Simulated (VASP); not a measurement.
SnSe3, 4 atoms in the cell. Symmetry: P6/mmm, No. 191, hexagonal system. Conventional cell: a = 5.128 Å, b = 5.128 Å, c = 5.326 Å, α = 90.00°, β = 90.00°, γ = 120.00°. Sn (site symmetry 6/mmm) has 8 Se at 2.66 to 2.96 Å within 3.5 Å. Within 3.5 Å of Se (site symmetry 6/mmm) lie 2 Sn at 2.66 Å. Within 4.0 Å of Se (site symmetry -6m2) lie 3 Sn at 2.96 Å and 9 Se at 2.96 to 3.98 Å. 

| Property | Result |
| --- | --- |
| Program | VASP 6.6.1 |
| Task | relaxation of cell and atoms |
| Functional | PBE |
| Potentials or basis | VASP PAW PBE potentials, release 64 (Sn_d, Se) |
| Cutoff | 500 eV |
| k mesh | 12 × 12 × 10 |
| Occupations | gaussian, width 0.1 eV |
| Spin | no spin polarisation |
| Dipole correction | no |
| Further INCAR settings | ALGO = Normal; EDIFF = 1e-07; IBRION = 2; EDIFFG = -0.01; NSW = 100; ISIF = 3 |

Potentials or basis: VASP PAW PBE potentials, release 64 (Sn_d, Se).

Command:

```console
$ cat potpaw_PBE.64/Sn_d/POTCAR potpaw_PBE.64/Se/POTCAR > POTCAR
$ mpirun -np 1 vasp_std > vasp.out
```

Hardware: 1 thread of Intel(R) Xeon(R) Platinum 8259CL CPU @ 2.50GHz (Skylake/Cascade Lake), on a shared host.

**Question.** Estimate the wall time of this run.

**Answer.** It took 8.2 min on 1 thread of Intel(R) Xeon(R) Platinum 8259CL CPU @ 2.50GHz (Skylake/Cascade Lake), with other jobs on the host, peak memory 0.43 GiB. Counts: scf iterations 23, k points 114, ion steps 2.
